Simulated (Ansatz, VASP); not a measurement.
# One calculation of Li2BrF, two programs

File POSCAR:

```
Li2BrF
1.0
    1.7353772104      1.0019204996      5.4684601406
   -1.7353772104      1.0019204996      5.4684601406
    0.0000000000     -2.0038409992      5.4684601406
F Br Li
1 1 2
Direct
    1.0000000000      0.0000000000      0.0000000000
    0.5000000000      0.5000000000      0.5000000000
    0.2670198433      0.2670198433      0.2670198433
    0.7329801567      0.7329801567      0.7329801567
```

Contents of INCAR.step1:

```
ALGO = Normal ; EDIFF = 1E-4
ENCUT = 520 ; GGA = PE
ISMEAR = 0 ; LASPH = T
LCHARG = F ; LREAL = F
LWAVE = T ; NBANDS = 18
NELM = 60 ; PREC = Accurate
SIGMA = 0.01
```

Contents of INCAR.step2:

```
ALGO = Normal ; EDIFF = 1E-7
ENCUT = 520 ; ISIF = 2
ISMEAR = 0 ; ISTART = 1
LASPH = T ; LCHARG = F
LMIXTAU = T ; LREAL = F
LWAVE = F ; METAGGA = R2SCAN
NBANDS = 18 ; NELM = 60
PREC = Accurate ; SIGMA = 0.01
```

The input KPOINTS:

```
k-points
0
Gamma
  8 8 8
```

Input for Ansatz:

```yaml
crystal:
  lattice:
    - [1.7353772104, 1.0019204996, 5.4684601406]
    - [-1.7353772104, 1.0019204996, 5.4684601406]
    - [0.0, -2.0038409992, 5.4684601406]
  atoms:
    - { symbol: F, position: [1.0, 0.0, 0.0] }
    - { symbol: Br, position: [0.5, 0.5, 0.5] }
    - { symbol: Li, position: [0.2670198433, 0.2670198433, 0.2670198433] }
    - { symbol: Li, position: [0.7329801567, 0.7329801567, 0.7329801567] }
kpoints:
  mp_grid: { grid: [8, 8, 8] }
  band_path:
    path:
      - [0.0, 0.0, 0.0]
      - [0.5, 0.5, 0.5]
      - [0.8109541021, 0.1890458979, 0.5]
      - [0.5, -0.1890458979, 0.1890458979]
      - [0.5, 0.0, 0.0]
      - [0.344522949, -0.344522949, 0.0]
      - [0.655477051, 0.0, 0.344522949]
      - [0.5, 0.0, 0.5]
    npoints: 1
hamiltonian:
  xc: r2scan
scf:
  occupations: { method: fixed }
  n_extra_bands: 5
output:
  forces: true
  stress: true
  eigenvalues: true
```

Alike in both runs: task single point; functional r2SCAN; k mesh 8 × 8 × 8; no spin polarisation.

```csv
,VASP,Ansatz
version,VASP 6.6.1,Ansatz 0.2.0
potentials or method,"VASP PAW PBE potentials, release 64 (F, Br, Li_sv)","plane waves, PAW"
plane-wave cutoff (eV),520,500
occupations,"gaussian, width 0.01 eV",fixed
valence electrons in the cell,20,20
```

VASP gave:

| Item | Value |
| --- | --- |
| gap on the k mesh at the Fermi level (eV) | 4.16 |
| rms of the force components (eV/Å) | 0.006 |

Which values does Ansatz return?

gap on the k mesh at the Fermi level (eV): 4.09; rms of the force components (eV/Å): 0.001.

VASP's potentials were made for PBE, not for r2SCAN. Atom by atom the forces differ by 0.006 eV/Å (rms over components).

Noted on VASP's run: the cutoff is short for stress, so the pressure is rough.
